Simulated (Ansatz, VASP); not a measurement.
# One calculation of FeO, two programs

```xyz
2
Lattice="-1.5694 1.5694 2.0409 1.5694 -1.5694 2.0409 1.5694 1.5694 -2.0409" Properties=species:S:1:pos:R:3 pbc="T T T"
Fe    0.0000    0.0000    0.0000
O     0.0000    0.0000    2.0409
```

Change from the starting cell: volume scaled by 0.94.

Alike in both runs: task single point; functional LDA; k mesh 12 × 12 × 12; occupations fermi-dirac, width 0.05 eV; collinear spin.

```csv
,VASP,Ansatz
version,VASP 6.6.1,Ansatz 0.2.0
potentials or method,"VASP PAW LDA potentials, release 64 (Fe, O), cutoff 520 eV","all-electron LAPW, scalar-relativistic"
```

Ansatz gave:

| Property | Result |
| --- | --- |
| gap on the k mesh at the Fermi level (eV) | none |
| pressure (GPa) | -14.4 |
| traceless stress, the component that is largest in VASP (GPa) | 3.75 |
| net moment per atom (μB) | 1.98 |
| size of the moment on the site where the two differ most (μB) | 0.33 |

Task: What did VASP give for the same quantities?

Result: gap on the k mesh at the Fermi level (eV): none; pressure (GPa): -14.8; traceless stress, the component that is largest in VASP (GPa): 3.51; net moment per atom (μB): 1.96; size of the moment on the site where the two differ most (μB): 0.30.

LDA's correlation is that of Perdew and Zunger in VASP and of Perdew and Wang (1992) in Ansatz. Site moments also hang on the region over which each program counts them. A gap of «none» marks a metal or a gap that the smearing closes. Ansatz ran all-electron here, and VASP with PAW potentials.
